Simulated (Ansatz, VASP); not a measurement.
## WSe: VASP beside Ansatz

```
W Se
1.0
     0.00000    2.77619    2.77619
     2.77619    0.00000    2.77619
     2.77619    2.77619    0.00000
W Se
1 1
Direct
  0.00000 0.00000 0.00000
  0.50000 0.50000 0.50000
```

Alike in both runs: task single point; functional PBE; k mesh 6 × 6 × 6; occupations gaussian, width 0.1 eV; collinear spin.

|  | VASP | Ansatz |
| --- | --- | --- |
| version | VASP 6.6.1 | Ansatz 0.2.0 |
| potentials or method | VASP PAW PBE potentials, release 64 (W_sv, Se), cutoff 520 eV | scalar-relativistic, plane waves, PAW |
| valence electrons in the cell | 20 | 30 |

```tsv
	VASP	Ansatz	Ansatz less VASP
gap on the k mesh at the Fermi level (eV)	none	none	-
pressure (GPa)	-10.1	-10.2	-0.08
net moment per atom (μB)	1.35	1.35	+0.003
size of the moment on the site where the two differ most (μB)	2.16	1.99	-0.165
```

Site moments also hang on the region over which each program counts them. A gap of «none» marks a metal or a gap that the smearing closes. VASP's potentials hold 20 valence electrons a cell and Ansatz's 30, so a difference there can come from the potentials and not from the codes. Ansatz's warnings: no starting moments.

Spin-orbit coupling is off throughout.
